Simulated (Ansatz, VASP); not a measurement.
## One calculation of In3Se, two programs

```
In Se
1.0
     4.77152    0.00000    0.00000
     0.00000    4.77152    0.00000
     0.00000    0.00000    4.77152
In Se
3 1
Direct
  0.50000 0.50000 0.00000
  0.50000 0.00000 0.50000
  0.00000 0.50000 0.50000
  0.00000 0.00000 0.00000
```

Change from the starting cell: volume scaled by 0.98.

Alike in both runs: task single point; functional LDA; k mesh 6 × 6 × 6; occupations fermi-dirac, width 0.05 eV; no spin polarisation.

```csv
,VASP,Ansatz
version,VASP 6.6.1,Ansatz 0.2.0
potentials or method,"VASP PAW LDA potentials, release 64 (In_d, Se), cutoff 520 eV","all-electron LAPW, scalar-relativistic"
```

|  | VASP | Ansatz | Ansatz less VASP |
| --- | --- | --- | --- |
| gap on the k mesh at the Fermi level (eV) | none | none | - |
| pressure (GPa) | -3.8 | -3.8 | 0.00 |

LDA's correlation is that of Perdew and Zunger in VASP and of Perdew and Wang (1992) in Ansatz. A gap of «none» marks a metal or a gap that the smearing closes. Ansatz ran all-electron here, and VASP with PAW potentials.
